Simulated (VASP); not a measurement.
# Sb2Mo (fluorite type) (Fm-3m) in VASP: a series of runs

Sb2Mo (fluorite type) is run at these levels: PBE; tasks: single point, relaxation of cell and atoms.

All numbers are computed with VASP 6.6.1; they aren't measurements. Logs are shortened: lines on timing, memory, paths and dates and some standing lists are left out, and cuts for length are marked.

## (1) The cell of the first run

Symmetry: Fm-3m, No. 225, cubic system. The conventional cell has a = 6.601 Å, b = 6.601 Å, c = 6.601 Å, α = 90.00°, β = 90.00°, γ = 90.00°. Mo (site symmetry m-3m) has 8 Sb at 2.86 Å within 3.8 Å. Sb (site symmetry -43m) has 4 Mo at 2.86 Å and 6 Sb at 3.30 Å within 3.8 Å.

## (2) Single point, PBE

INCAR

```
SYSTEM = Sb2Mo
ALGO = Normal
EDIFF = 1E-6
ENCUT = 520
GGA = PE
ISIF = 2
ISMEAR = -1
LASPH = .True.
LCHARG = .False.
LREAL = .False.
LWAVE = .False.
NBANDS = 19
NELM = 100
PREC = Accurate
SIGMA = 0.05
```

KPOINTS

```
k-points
0
Gamma
  10 10 10
  0 0 0
```

POSCAR

```
Sb2Mo
1.0
    0.0000000000      3.3002866267      3.3002866267
    3.3002866267      0.0000000000      3.3002866267
    3.3002866267      3.3002866267      0.0000000000
Mo Sb
1 2
Direct
    0.0000000000      0.0000000000      0.0000000000
    0.2500000000      0.2500000000      0.2500000000
    0.7500000000      0.7500000000      0.7500000000
```

Potentials or basis: VASP PAW PBE potentials, release 64 (Mo_sv, Sb).

Started as:

```console
cat potpaw_PBE.64/Mo_sv/POTCAR potpaw_PBE.64/Sb/POTCAR > POTCAR
mpirun -np 1 vasp_std > vasp.out
```

OUTCAR:

```text
SYSTEM = Sb2Mo
   EDIFF = 1E-6
   ENCUT = 520
   GGA = PE
   ISIF = 2
   ISMEAR = -1
   LASPH = .True.
   LREAL = .False.
   NELM = 100
   PREC = Accurate

 ion  position               nearest neighbor table
   1  0.000  0.000  0.000-   3 2.86   3 2.86   3 2.86   2 2.86   3 2.86   2 2.86   2 2.86   2 2.86

   2  0.250  0.250  0.250-   1 2.86   1 2.86   1 2.86   1 2.86   3 3.30   3 3.30   3 3.30   3 3.30
                             3 3.30   3 3.30
   3  0.750  0.750  0.750-   1 2.86   1 2.86   1 2.86   1 2.86   2 3.30   2 3.30   2 3.30   2 3.30
                             2 3.30   2 3.30

  LATTYP: Found a face centered cubic cell.
 ALAT       =     6.6005732534

  Lattice vectors:

 A1 = (   0.0000000000,   3.3002866267,   3.3002866267)
 A2 = (   3.3002866267,   0.0000000000,   3.3002866267)
 A3 = (   3.3002866267,   3.3002866267,   0.0000000000)

Analysis of symmetry for initial positions (statically):
=====================================================================
 Subroutine PRICEL returns:
 Original cell was already a primitive cell.

 Routine SETGRP: Setting up the symmetry group for a
 face centered cubic supercell.

 Subroutine GETGRP returns: Found 48 space group operations
 (whereof 48 operations were pure point group operations)
 out of a pool of 48 trial point group operations.

The static configuration has the point symmetry O_h .

Analysis of symmetry for dynamics (positions and initial velocities):
=====================================================================
 Subroutine PRICEL returns:
 Original cell was already a primitive cell.

 Routine SETGRP: Setting up the symmetry group for a
 face centered cubic supercell.

 Subroutine GETGRP returns: Found 48 space group operations
 (whereof 48 operations were pure point group operations)
 out of a pool of 48 trial point group operations.

The dynamic configuration has the point symmetry O_h .

 Subroutine INISYM returns: Found 48 space group operations
 (whereof 48 operations are pure point group operations),
 and found     1 'primitive' translations

----------------------------------------------------------------------------------------

                                     Primitive cell

  volume of cell :      71.8927

  direct lattice vectors                    reciprocal lattice vectors
     0.000000000  3.300286627  3.300286627    -0.151501993  0.151501993  0.151501993
     3.300286627  0.000000000  3.300286627     0.151501993 -0.151501993  0.151501993
     3.300286627  3.300286627  0.000000000     0.151501993  0.151501993 -0.151501993

  length of vectors
     4.667310107  4.667310107  4.667310107     0.262409149  0.262409149  0.262409149

  position of ions in fractional coordinates (direct lattice)
     0.000000000  0.000000000  0.000000000
     0.250000000  0.250000000  0.250000000
     0.750000000  0.750000000  0.750000000

  ion indices of the primitive-cell ions
   primitive index   ion index
                 1           1
                 2           2
                 3           3

----------------------------------------------------------------------------------------

 KPOINTS: k-points

Automatic generation of k-mesh.
 Grid dimensions read from file:
 generate k-points for:   10   10   10

 Generating k-lattice:

  Cartesian coordinates                     Fractional coordinates (reciprocal lattice)
    -0.015150199  0.015150199  0.015150199     0.100000000  0.000000000  0.000000000
     0.015150199 -0.015150199  0.015150199     0.000000000  0.100000000  0.000000000
     0.015150199  0.015150199 -0.015150199     0.000000000  0.000000000  0.100000000

  Length of vectors
     0.026240915  0.026240915  0.026240915

  Shift w.r.t. Gamma in fractional coordinates (k-lattice)
     0.000000000  0.000000000  0.000000000

 Subroutine IBZKPT returns following result:
 ===========================================

 Found     47 irreducible k-points:

 Following reciprocal coordinates:
            Coordinates               Weight
  0.000000  0.000000  0.000000      1.000000
  0.100000  0.000000  0.000000      8.000000
  0.200000  0.000000  0.000000      8.000000
  0.300000  0.000000  0.000000      8.000000
  0.400000  0.000000  0.000000      8.000000
  0.500000  0.000000  0.000000      4.000000
[... 16 lines left out ...]
  0.300000  0.300000  0.000000      6.000000
  0.400000  0.300000  0.000000     24.000000
 [... further k-points ...]
   k-points           NKPTS =     47   k-points in BZ     NKDIM =     47   number of bands    NBANDS=     19
   number of dos      NEDOS =    301   number of ions     NIONS =      3
   total plane-waves  NPLWV =  46656
   dimension x,y,z NGX =    36 NGY =   36 NGZ =   36
   dimension x,y,z NGXF=    72 NGYF=   72 NGZF=   72
   ions per type =               1   2
   NGX,Y,Z   is equivalent  to a cutoff of  12.82, 12.82, 12.82 a.u.
   NGXF,Y,Z  is equivalent  to a cutoff of  25.65, 25.65, 25.65 a.u.
 SYSTEM =  Sb2Mo
   PREC   = accura    normal or accurate (medium, high low for compatibility)
   ISTART =      0    job   : 0-new  1-cont  2-samecut
   ICHARG =      2    charge: 1-file 2-atom 10-const
   ISPIN  =      1    spin polarized calculation?
   LNONCOLLINEAR =      F non collinear calculations
   LSORBIT =      F    spin-orbit coupling
   LASPH  =      T    aspherical Exc in radial PAW
   ENCUT  =  520.0 eV  38.22 Ry    6.18 a.u.   8.68  8.68  8.68*2*pi/ulx,y,z
   NELM   =    100;   NELMIN=  2; NELMDL= -5     # of ELM steps
   EDIFF  = 0.1E-05   stopping-criterion for ELM
   LREAL  =      F    real-space projection
   EDIFFG = 0.1E-04   stopping-criterion for IOM
   NSW    =      0    number of steps for IOM
   IBRION =     -1    ionic relax: 0-MD 1-quasi-New 2-CG
   NFREE  =      0    steps in history (QN), initial steepest desc. (CG)
   ISIF   =      2    stress and relaxation
   ISYM   =      2    0-nonsym 1-usesym 2-fastsym
   POTIM  = 0.5000    time-step for ionic-motion
   TEBEG  =    0.0;   TEEND  =   0.0 temperature during run
   PSTRESS=    0.0 pullay stress
   NELECT =      24.0000    total number of electrons
   NUPDOWN=      -1.0000    fix difference up-down
   EMIN   =  10.00;   EMAX   =-10.00  energy-range for DOS
   EFERMI =   0.00;   METHOD = LEGACY
   ISMEAR =    -1;   SIGMA  =   0.05  broadening in eV -4-tet -1-fermi 0-gaus
   EFERMI_NEDOS =   21; number of points for ismear=-14 and -15
   IALGO  =     38    algorithm
   IMIX   =      4    mixing-type and parameters
     AMIX     =   0.40;   BMIX     =  1.00
     AMIX_MAG =   1.60;   BMIX_MAG =  1.00
  volume/ion in A,a.u.               =      23.96       161.72
  Fermi-wavevector in a.u.,A,eV,Ry     =   1.135665  2.146096 17.547911  1.289735
  Thomas-Fermi vector in A             =   2.272370
   LORBIT       =      0    0 simple, 1 ext, 2 COOP (PROOUT), +10 PAW based schemes
   GGA     = PE    functional components
   LHFCALC =     F    Hartree Fock is set to
   AEXX    =    0.0000 exact exchange contribution
   IVDW    =     0    specifies the selected vdW correction
   LEPSILON=     F    determine dielectric tensor
   LRPA    =     F    only Hartree local field effects (RPA)
 non-spin polarized calculation
  energy-cutoff  :      520.00
  volume of cell :       71.89
 maximum number of plane-waves:      1964
   NGX = 17   NGY = 17   NGZ = 17

 number of electron      24.0000000 magnetization

 Free energy of the ion-electron system (eV)
  ---------------------------------------------------
  ext. energy  EPLUGINS =         0.00000000
  ---------------------------------------------------
  free energy    TOTEN  =       -17.96274321 eV

  energy without entropy =      -17.92410376  energy(sigma->0) =      -17.94342349

 E-fermi :   8.6206     XC(G=0): -10.6081

 val. band max:        8.5964046571   @ k =   0.3000   0.3000   0.0000
 cond. band min:       8.6262339750   @ k =  -0.4000   0.3000   0.1000
 fundamental gap:      0.0298293179
 Fermi energy:         8.6206407713

 k-point     1 :       0.0000    0.0000    0.0000
  band No.  band energies     occupation
      1     -51.7536      2.00000
      2     -25.8925      2.00000
      3     -25.8925      2.00000
      4     -25.8925      2.00000
      5      -3.3585      2.00000
      6       2.6771      2.00000
[... 11 lines left out ...]
     18      12.6299      0.00000
     19      12.6299      0.00000

 k-point     2 :       0.1000    0.0000    0.0000
  band No.  band energies     occupation
      1     -51.7536      2.00000
      2     -25.8937      2.00000
      3     -25.8927      2.00000
      4     -25.8927      2.00000
      5      -3.2578      2.00000
      6       2.1748      2.00000
[... 11 lines left out ...]
     18      13.3019      0.00000
     19      13.3019      0.00000

 k-point     3 :       0.2000    0.0000    0.0000
  band No.  band energies     occupation
      1     -51.7535      2.00000
      2     -25.8967      2.00000
      3     -25.8932      2.00000
      4     -25.8932      2.00000
      5      -2.9627      2.00000
      6       1.3197      2.00000
[... 11 lines left out ...]
     18      14.1077      0.00000
     19      14.1077      0.00000

 k-point     4 :       0.3000    0.0000    0.0000
  band No.  band energies     occupation
      1     -51.7534      2.00000
      2     -25.9005      2.00000
      3     -25.8938      2.00000
      4     -25.8938      2.00000
      5      -2.4953      2.00000
      6       0.4690      2.00000
[... 11 lines left out ...]
     18      14.7374      0.00000
     19      15.0312      0.00000

 k-point     5 :       0.4000    0.0000    0.0000
  band No.  band energies     occupation
      1     -51.7533      2.00000
      2     -25.9036      2.00000
      3     -25.8943      2.00000
      4     -25.8943      2.00000
      5      -1.8983      2.00000
      6      -0.3289      2.00000
[... 11 lines left out ...]
     18      15.2334      0.00000
     19      15.9682      0.00000

 k-point     6 :       0.5000    0.0000    0.0000
  band No.  band energies     occupation
      1     -51.7532      2.00000
      2     -25.9048      2.00000
      3     -25.8944      2.00000
      4     -25.8944      2.00000
      5      -1.3895      2.00000
      6      -0.8979      2.00000
[... 11 lines left out ...]
     18      15.7460      0.00000
     19      16.4647      0.00000

 k-point     7 :       0.1000    0.1000    0.0000
  band No.  band energies     occupation
      1     -51.7536      2.00000
      2     -25.8937      2.00000
      3     -25.8929      2.00000
      4     -25.8929      2.00000
      5      -3.2243      2.00000
      6       2.0759      2.00000
[... 11 lines left out ...]
     18      12.6550      0.00000
     19      14.0072      0.00000

 k-point     8 :       0.2000    0.1000    0.0000
  band No.  band energies     occupation
      1     -51.7535      2.00000
      2     -25.8960      2.00000
      3     -25.8934      2.00000
      4     -25.8933      2.00000
      5      -2.9942      2.00000
      6       1.4533      2.00000
[... 256 lines left out ...]
 k-point    20 :      -0.4000    0.2000    0.0000
  band No.  band energies     occupation
      1     -51.7532      2.00000
      2     -25.9033      2.00000
      3     -25.8975      2.00000
      4     -25.8950      2.00000
      5      -1.2210      2.00000
      6      -0.7195      2.00000
[... 11 lines left out ...]
     18      14.8928      0.00000
     19      15.5049      0.00000

 k-point    21 :      -0.3000    0.2000    0.0000
  band No.  band energies     occupation
      1     -51.7532      2.00000
      2     -25.9019      2.00000
      3     -25.8973      2.00000
      4     -25.8944      2.00000
      5      -1.8101      2.00000
      6      -0.1478      2.00000
[... 11 lines left out ...]
     18      14.5842      0.00000
     19      15.4908      0.00000

 k-point    22 :      -0.2000    0.2000    0.0000
  band No.  band energies     occupation
      1     -51.7533      2.00000
      2     -25.9000      2.00000
      3     -25.8960      2.00000
      4     -25.8938      2.00000
      5      -2.3434      2.00000
      6       0.4169      2.00000
[... 11 lines left out ...]
     18      14.2722      0.00000
     19      14.5505      0.00000

 k-point    23 :       0.3000    0.3000    0.0000
  band No.  band energies     occupation
      1     -51.7533      2.00000
      2     -25.9008      2.00000
      3     -25.8954      2.00000
      4     -25.8954      2.00000
      5      -2.2273      2.00000
      6       0.5761      2.00000
[... 11 lines left out ...]
     18      12.8972      0.00000
     19      16.3897      0.00000

 k-point    24 :       0.4000    0.3000    0.0000
  band No.  band energies     occupation
      1     -51.7532      2.00000
      2     -25.9025      2.00000
      3     -25.8963      2.00000
      4     -25.8959      2.00000
      5      -1.8269      2.00000
      6       0.2400      2.00000
[... 11 lines left out ...]
     18      13.3438      0.00000
     19      16.5383      0.00000

 [... further k-points ...]
[... 5 lines left out ...]
  --------------------------------------------------------------------------------------
  -------------------------------------------------------------------------------------
  Total       -0.0380239     -0.0380239     -0.0380239      0.0000000      0.0000000      0.0000000
  in kB       -0.8473881     -0.8473881     -0.8473881      0.0000000      0.0000000      0.0000000
  external PRESSURE =      -0.8473881 kB  Pullay stress =       0.0000000 kB

 VOLUME and BASIS-vectors are now :
 -----------------------------------------------------------------------------
  energy-cutoff  :      520.00
  volume of cell :       71.89
      direct lattice vectors                 reciprocal lattice vectors
     0.000000000  3.300286627  3.300286627    -0.151501993  0.151501993  0.151501993
     3.300286627  0.000000000  3.300286627     0.151501993 -0.151501993  0.151501993
     3.300286627  3.300286627  0.000000000     0.151501993  0.151501993 -0.151501993

 POSITION                                       TOTAL-FORCE (eV/Angst)
 -----------------------------------------------------------------------------------
      0.00000      0.00000      0.00000         0.000000     -0.000000      0.000000
      1.65014      1.65014      1.65014         0.000000      0.000000      0.000000
      4.95043      4.95043      4.95043        -0.000000     -0.000000     -0.000000
 -----------------------------------------------------------------------------------
    total drift:                               -0.000000      0.000000      0.000000

  FREE ENERGIE OF THE ION-ELECTRON SYSTEM (eV)
  ---------------------------------------------------
  free  energy   TOTEN  =       -17.9627432109 eV

  energy  without entropy=      -17.9241037648  energy(sigma->0) =      -17.94342349
```

Wall time 37 s (1 thread of AMD EPYC 9R45 (Zen 5), shared host); peak memory 0.21 GiB.

What came out:

* Free energy: -17.9627 eV
* Pressure: -0.1 GPa
* Band gap on the k mesh: zero (band 12 reaches 10.58 eV, above the bottom of band 13 at 8.31 eV)

Levels at points of the mesh, in eV from the Fermi level:
| k point | band 8 | band 9 | band 10 | band 11 | band 12 | band 13 | band 14 | band 15 | band 16 | band 17 |
| --- | --- | --- | --- | --- | --- | --- | --- | --- | --- | --- |
| (0.00, 0.00, 0.00) | -4.05 | -4.05 | -0.55 | -0.55 | 1.96 | 1.96 | 1.96 | 3.97 | 3.97 | 3.97 |
| (0.50, 0.00, 0.00) | -3.27 | -2.09 | -1.17 | -1.17 | -0.66 | -0.31 | -0.31 | 2.29 | 4.04 | 4.04 |
| (0.50, 0.50, 0.00) | -3.57 | -3.57 | -1.12 | -1.12 | -0.60 | -0.08 | 1.96 | 4.21 | 4.82 | 5.62 |

Caveat: spin-orbit coupling is left out, which moves the levels of the heavy elements.

[end of part 1 of 2]
